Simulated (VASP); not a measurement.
Input of a VASP 6.6.1 run:

The input INCAR:

```
SYSTEM = TePt
PREC = Accurate
ENCUT = 520
EDIFF = 1E-6
ISMEAR = 0
SIGMA = 0.15
LREAL = .False.
LASPH = .True.
NELM = 150
ALGO = Normal
ISIF = 2
LWAVE = .False.
LCHARG = .False.
ISPIN = 2
MAGMOM = 0 0 0.188 0.188
LORBIT = 11
NUPDOWN = 0.375
LMAXMIX = 4
NBANDS = 28
```

KPOINTS

```
Automatic mesh
0
Gamma
  12 12 8
  0 0 0
```

The input POSCAR:

```
TePt
1.0
    4.0832422724      0.0000000000      0.0000000000
   -2.0416211362      3.5361915377      0.0000000000
    0.0000000000      0.0000000000      5.3532323131
Te Pt
2 2
Direct
    0.3333333333      0.6666666667      0.2500000000
    0.6666666667      0.3333333333      0.7500000000
    0.0000000000      0.0000000000      0.0000000000
    0.0000000000      0.0000000000      0.5000000000
```

Potentials or basis: VASP PAW LDA potentials, release 64 (Te, Pt).

Command:

```bash
$ cat potpaw_LDA.64/Te/POTCAR potpaw_LDA.64/Pt/POTCAR > POTCAR
$ mpirun -np 1 vasp_std > vasp.out
```

Q: What does it give for the pressure?

A: 15.5 GPa.

Stress tensor (GPa, compression positive):
```
15.07  0.00  0.00
 0.00 15.07  0.00
 0.00  0.00 16.30
```

Caveat: the cell stands under pressure; the total moment is fixed, so each spin has its own Fermi level.
